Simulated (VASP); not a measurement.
A run of VASP 6.6.1 is set up as follows.

The input INCAR:

```
PREC = Accurate
ENCUT = 520
EDIFF = 1E-7
ISMEAR = 0
SIGMA = 0.1
LREAL = F
LASPH = T
NELM = 150
ALGO = Normal
ISIF = 2
LWAVE = F
LCHARG = T
ISPIN = 2
MAGMOM = 0 0 0 0 1
LORBIT = 11
GGA = PE
LELF = T
LVHAR = T
NBANDS = 22
```

File KPOINTS:

```
regular mesh
0
Gamma
  4 4 4
```

File POSCAR:

```
Si4N
1.0
   -2.6677008373      2.6677008373      2.6677008373
    2.6677008373     -2.6677008373      2.6677008373
    2.6677008373      2.6677008373     -2.6677008373
Si N
4 1
Direct
    0.0000000000      0.5939813735      0.0000000000
    0.4060186265      0.4060186265      0.4060186265
    0.0000000000      0.0000000000      0.5939813735
    0.5939813735      0.0000000000      0.0000000000
    0.0000000000      0.0000000000      0.0000000000
```

Potentials or basis: VASP PAW PBE potentials, release 64 (Si, N).

Run with:

```bash
$ cat potpaw_PBE.64/Si/POTCAR potpaw_PBE.64/N/POTCAR > POTCAR
$ mpirun -np 1 vasp_std > vasp.out
```

(1) Estimate the largest force.

(2) What does it give for the net moment?

(3) Estimate the pressure.

## Answers

(1) 0.038 eV/Å.

(2) 0.00 μB per cell.

(3) -0.1 GPa.

Caveat: the k points lie up to 0.42 Å⁻¹ apart.
